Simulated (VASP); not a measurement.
# TbC4 (Pm-3m) in VASP: a series of runs

TbC4 is run at these levels: PBE; tasks: single point, relaxation of cell and atoms.

All numbers are computed with VASP 6.6.1; they aren't measurements. Logs are shortened: lines on timing, memory, paths and dates and some standing lists are left out, and cuts for length are marked.

## Step 1: The cell of the first run

Symmetry: Pm-3m, No. 221, cubic system. Conventional cell: a = 4.471 Å, b = 4.471 Å, c = 4.471 Å, α = 90.00°, β = 90.00°, γ = 90.00°. Tb (site symmetry m-3m) has 6 C at 2.24 Å within 3.0 Å. Within 3.0 Å of C (site symmetry 4/mmm) lie 2 Tb at 2.24 Å. C (site symmetry m-3m) has 12 C at 3.16 Å and 8 Tb at 3.87 Å within 4.2 Å.

The cell was built from a structure type or drawn by symmetry, and may not be a known phase.

## Step 2: Single point, PBE

File INCAR:

```
SYSTEM = TbC4
  PREC = Accurate
  ENCUT = 600
  EDIFF = 1E-6
  ISMEAR = 0
  SIGMA = 0.1
  LREAL = .False.
  LASPH = .True.
  NELM = 200
  ALGO = Normal
  ISIF = 2
  LWAVE = .False.
  LCHARG = .True.
  GGA = PE
  LELF = .True.
  LVHAR = .True.
  NBANDS = 20
  GGA_COMPAT = .False.
  LMAXMIX = 6
```

File KPOINTS:

```
regular mesh
0
Gamma
  4 4 4
  0 0 0
```

File POSCAR:

```
TbC4
1.0
    4.4705314100      0.0000000000      0.0000000000
    0.0000000000      4.4705314100      0.0000000000
    0.0000000000      0.0000000000      4.4705314100
Tb C
1 4
Direct
    0.0000000000      0.0000000000      0.0000000000
    0.5000000000      0.0000000000      0.0000000000
    0.0000000000      0.5000000000      0.0000000000
    0.0000000000      0.0000000000      0.5000000000
    0.5000000000      0.5000000000      0.5000000000
```

Potentials or basis: VASP PAW PBE potentials, release 64 (Tb_3, C), 4f in core.

Run with:

```sh
cat potpaw_PBE.64/Tb_3/POTCAR potpaw_PBE.64/C/POTCAR > POTCAR
mpirun -np 1 vasp_std > vasp.out
```

OUTCAR:

```text
SYSTEM = TbC4
   PREC = Accurate
   ENCUT = 600
   EDIFF = 1E-6
   ISMEAR = 0
   LREAL = .False.
   LASPH = .True.
   NELM = 200
   ISIF = 2
   GGA = PE

 ion  position               nearest neighbor table
   1  0.000  0.000  0.000-   2 2.24   3 2.24   4 2.24   4 2.24   3 2.24   2 2.24
   2  0.500  0.000  0.000-   1 2.24   1 2.24
   3  0.000  0.500  0.000-   1 2.24   1 2.24
   4  0.000  0.000  0.500-   1 2.24   1 2.24
   5  0.500  0.500  0.500-

  LATTYP: Found a simple cubic cell.
 ALAT       =     4.4705314100

  Lattice vectors:

 A1 = (   4.4705314100,   0.0000000000,   0.0000000000)
 A2 = (   0.0000000000,   4.4705314100,   0.0000000000)
 A3 = (   0.0000000000,   0.0000000000,   4.4705314100)

Analysis of symmetry for initial positions (statically):
=====================================================================
 Subroutine PRICEL returns:
 Original cell was already a primitive cell.

 Routine SETGRP: Setting up the symmetry group for a
 simple cubic supercell.

 Subroutine GETGRP returns: Found 48 space group operations
 (whereof 48 operations were pure point group operations)
 out of a pool of 48 trial point group operations.

The static configuration has the point symmetry O_h .

Analysis of symmetry for dynamics (positions and initial velocities):
=====================================================================
 Subroutine PRICEL returns:
 Original cell was already a primitive cell.

 Routine SETGRP: Setting up the symmetry group for a
 simple cubic supercell.

 Subroutine GETGRP returns: Found 48 space group operations
 (whereof 48 operations were pure point group operations)
 out of a pool of 48 trial point group operations.

The dynamic configuration has the point symmetry O_h .

 Subroutine INISYM returns: Found 48 space group operations
 (whereof 48 operations are pure point group operations),
 and found     1 'primitive' translations

----------------------------------------------------------------------------------------

                                     Primitive cell

  volume of cell :      89.3465

  direct lattice vectors                    reciprocal lattice vectors
     4.470531410  0.000000000  0.000000000     0.223687054  0.000000000  0.000000000
     0.000000000  4.470531410  0.000000000     0.000000000  0.223687054  0.000000000
     0.000000000  0.000000000  4.470531410     0.000000000  0.000000000  0.223687054

  length of vectors
     4.470531410  4.470531410  4.470531410     0.223687054  0.223687054  0.223687054

  position of ions in fractional coordinates (direct lattice)
     0.000000000  0.000000000  0.000000000
     0.500000000  0.000000000  0.000000000
     0.000000000  0.500000000  0.000000000
     0.000000000  0.000000000  0.500000000
     0.500000000  0.500000000  0.500000000

  ion indices of the primitive-cell ions
   primitive index   ion index
                 1           1
                 2           2
                 3           3
                 4           4
                 5           5

----------------------------------------------------------------------------------------

 KPOINTS: regular mesh

Automatic generation of k-mesh.
 Grid dimensions read from file:
 generate k-points for:    4    4    4

 Generating k-lattice:

  Cartesian coordinates                     Fractional coordinates (reciprocal lattice)
     0.055921763  0.000000000  0.000000000     0.250000000  0.000000000  0.000000000
     0.000000000  0.055921763  0.000000000     0.000000000  0.250000000  0.000000000
     0.000000000  0.000000000  0.055921763     0.000000000  0.000000000  0.250000000

  Length of vectors
     0.055921763  0.055921763  0.055921763

  Shift w.r.t. Gamma in fractional coordinates (k-lattice)
     0.000000000  0.000000000  0.000000000

 Subroutine IBZKPT returns following result:
 ===========================================

 Found     10 irreducible k-points:

 Following reciprocal coordinates:
            Coordinates               Weight
  0.000000  0.000000  0.000000      1.000000
  0.250000  0.000000  0.000000      6.000000
  0.500000  0.000000  0.000000      3.000000
  0.250000  0.250000  0.000000     12.000000
  0.500000  0.250000  0.000000     12.000000
  0.500000  0.500000  0.000000      3.000000
  0.250000  0.250000  0.250000      8.000000
  0.500000  0.250000  0.250000     12.000000
  0.500000  0.500000  0.250000      6.000000
  0.500000  0.500000  0.500000      1.000000
   k-points           NKPTS =     10   k-points in BZ     NKDIM =     10   number of bands    NBANDS=     20
   number of dos      NEDOS =    301   number of ions     NIONS =      5
   total plane-waves  NPLWV =  46656
   dimension x,y,z NGX =    36 NGY =   36 NGZ =   36
   dimension x,y,z NGXF=    72 NGYF=   72 NGZF=   72
   ions per type =               1   4
   NGX,Y,Z   is equivalent  to a cutoff of  13.39, 13.39, 13.39 a.u.
   NGXF,Y,Z  is equivalent  to a cutoff of  26.77, 26.77, 26.77 a.u.
 SYSTEM =  TbC4
   PREC   = accura    normal or accurate (medium, high low for compatibility)
   ISTART =      0    job   : 0-new  1-cont  2-samecut
   ICHARG =      2    charge: 1-file 2-atom 10-const
   ISPIN  =      1    spin polarized calculation?
   LNONCOLLINEAR =      F non collinear calculations
   LSORBIT =      F    spin-orbit coupling
   LASPH  =      T    aspherical Exc in radial PAW
   ENCUT  =  600.0 eV  44.10 Ry    6.64 a.u.   8.93  8.93  8.93*2*pi/ulx,y,z
   NELM   =    200;   NELMIN=  2; NELMDL= -5     # of ELM steps
   EDIFF  = 0.1E-05   stopping-criterion for ELM
   LREAL  =      F    real-space projection
   EDIFFG = 0.1E-04   stopping-criterion for IOM
   NSW    =      0    number of steps for IOM
   IBRION =     -1    ionic relax: 0-MD 1-quasi-New 2-CG
   NFREE  =      0    steps in history (QN), initial steepest desc. (CG)
   ISIF   =      2    stress and relaxation
   ISYM   =      2    0-nonsym 1-usesym 2-fastsym
   POTIM  = 0.5000    time-step for ionic-motion
   TEBEG  =    0.0;   TEEND  =   0.0 temperature during run
   PSTRESS=    0.0 pullay stress
   NELECT =      25.0000    total number of electrons
   NUPDOWN=      -1.0000    fix difference up-down
   EMIN   =  10.00;   EMAX   =-10.00  energy-range for DOS
   EFERMI =   0.00;   METHOD = LEGACY
   ISMEAR =     0;   SIGMA  =   0.10  broadening in eV -4-tet -1-fermi 0-gaus
   EFERMI_NEDOS =   21; number of points for ismear=-14 and -15
   IALGO  =     38    algorithm
   IMIX   =      4    mixing-type and parameters
     AMIX     =   0.40;   BMIX     =  1.00
     AMIX_MAG =   1.60;   BMIX_MAG =  1.00
  volume/ion in A,a.u.               =      17.87       120.59
  Fermi-wavevector in a.u.,A,eV,Ry     =   1.070769  2.023460 15.599701  1.146546
  Thomas-Fermi vector in A             =   2.206489
   LORBIT       =      0    0 simple, 1 ext, 2 COOP (PROOUT), +10 PAW based schemes
   GGA     = PE    functional components
   LHFCALC =     F    Hartree Fock is set to
   AEXX    =    0.0000 exact exchange contribution
   IVDW    =     0    specifies the selected vdW correction
   LEPSILON=     F    determine dielectric tensor
   LRPA    =     F    only Hartree local field effects (RPA)
 non-spin polarized calculation
 Gauss-broadening in eV      SIGMA  =   0.10
  energy-cutoff  :      600.00
  volume of cell :       89.35
 maximum number of plane-waves:      3016
 NGX is ok and might be reduce to    36
   NGX = 17   NGY = 17   NGZ = 17

 number of electron      25.0000000 magnetization

 Free energy of the ion-electron system (eV)
  ---------------------------------------------------
  ext. energy  EPLUGINS =         0.00000000
  ---------------------------------------------------
  free energy    TOTEN  =       -20.41207097 eV

  energy without entropy =      -20.35955319  energy(sigma->0) =      -20.38581208

 E-fermi :   0.4702     XC(G=0):  -9.2473

 val. band max:        0.4486703178   @ k =   0.2500   0.2500   0.0000
 cond. band min:       0.4724277343   @ k =   0.2500   0.2500   0.2500
 fundamental gap:      0.0237574165
 Fermi energy:         0.4701769257

 k-point     1 :       0.0000    0.0000    0.0000
  band No.  band energies     occupation
      1     -19.4482      2.00000
      2     -19.4482      2.00000
      3     -19.4482      2.00000
      4      -9.8381      2.00000
      5      -8.1559      2.00000
      6      -8.1559      2.00000
[... 12 lines left out ...]
     19       2.6420      0.00000
     20       5.1523      0.00000

 k-point     2 :       0.2500    0.0000    0.0000
  band No.  band energies     occupation
      1     -19.5280      2.00000
      2     -19.4434      2.00000
      3     -19.4434      2.00000
      4      -9.4746      2.00000
      5      -8.1329      2.00000
      6      -8.0029      2.00000
[... 12 lines left out ...]
     19       2.4756      0.00000
     20       5.2333      0.00000

 k-point     3 :       0.5000    0.0000    0.0000
  band No.  band energies     occupation
      1     -19.6049      2.00000
      2     -19.4387      2.00000
      3     -19.4387      2.00000
      4      -8.9125      2.00000
      5      -8.4269      2.00000
      6      -8.1095      2.00000
[... 12 lines left out ...]
     19       2.3990      0.00000
     20       5.3190      0.00000

 k-point     4 :       0.2500    0.2500    0.0000
  band No.  band energies     occupation
      1     -19.5238      2.00000
      2     -19.5215      2.00000
      3     -19.4388      2.00000
      4      -9.1185      2.00000
      5      -8.0857      2.00000
      6      -7.6039      2.00000
[... 107 lines left out ...]
 k-point     9 :       0.5000    0.5000    0.2500
  band No.  band energies     occupation
      1     -19.5871      2.00000
      2     -19.5871      2.00000
      3     -19.5068      2.00000
      4      -8.0775      2.00000
      5      -7.7350      2.00000
      6      -6.8140      2.00000
[... 12 lines left out ...]
     19       2.4596      0.00000
     20       8.7852      0.00000

 k-point    10 :       0.5000    0.5000    0.5000
  band No.  band energies     occupation
      1     -19.5815      2.00000
      2     -19.5815      2.00000
      3     -19.5814      2.00000
      4      -8.0003      2.00000
      5      -6.7496      2.00000
      6      -6.7496      2.00000
[... 12 lines left out ...]
     19       2.4724      0.00000
     20       9.9050      0.00000

------------------------ aborting loop because EDIFF is reached ----------------------------------------

  FORCE on cell =-STRESS in cart. coord.  units (eV):
  Direction    XX          YY          ZZ          XY          YZ          ZX
  --------------------------------------------------------------------------------------
  -------------------------------------------------------------------------------------
  Total        2.2512117      2.2512117      2.2512117     -0.0000000      0.0000000     -0.0000000
  in kB       40.3691375     40.3691375     40.3691375     -0.0000000      0.0000000     -0.0000000
  external PRESSURE =      40.3691375 kB  Pullay stress =       0.0000000 kB

 VOLUME and BASIS-vectors are now :
 -----------------------------------------------------------------------------
  energy-cutoff  :      600.00
  volume of cell :       89.35
      direct lattice vectors                 reciprocal lattice vectors
     4.470531410  0.000000000  0.000000000     0.223687054  0.000000000  0.000000000
     0.000000000  4.470531410  0.000000000     0.000000000  0.223687054  0.000000000
     0.000000000  0.000000000  4.470531410     0.000000000  0.000000000  0.223687054

 POSITION                                       TOTAL-FORCE (eV/Angst)
 -----------------------------------------------------------------------------------
      0.00000      0.00000      0.00000         0.000000      0.000000      0.000000
      2.23527      0.00000      0.00000         0.000000      0.000000      0.000000
      0.00000      2.23527      0.00000         0.000000      0.000000      0.000000
      0.00000      0.00000      2.23527         0.000000      0.000000      0.000000
      2.23527      2.23527      2.23527         0.000000      0.000000      0.000000
 -----------------------------------------------------------------------------------
    total drift:                                0.000000      0.000000     -0.000000

  FREE ENERGIE OF THE ION-ELECTRON SYSTEM (eV)
  ---------------------------------------------------
  free  energy   TOTEN  =       -20.4120709665 eV

  energy  without entropy=      -20.3595531903  energy(sigma->0) =      -20.38581208
```

Run time: 13 s. Hardware: 1 thread of Intel Xeon 6975P-C (Granite Rapids), shared host; peak memory 0.21 GiB.

What came out:

| Property | Result |
| --- | --- |
| Free energy | -20.4121 eV |
| Pressure | 4.0 GPa |
| Band gap on the k mesh | zero (an odd number of electrons rules out a gap without spin polarisation) |

Caveat: the cell stands under pressure; spin-orbit coupling is left out, which moves the levels of the heavy elements; the 4f electrons are frozen in the core, so they carry no moment and show no levels.

(Continued in part 2 of 2.)
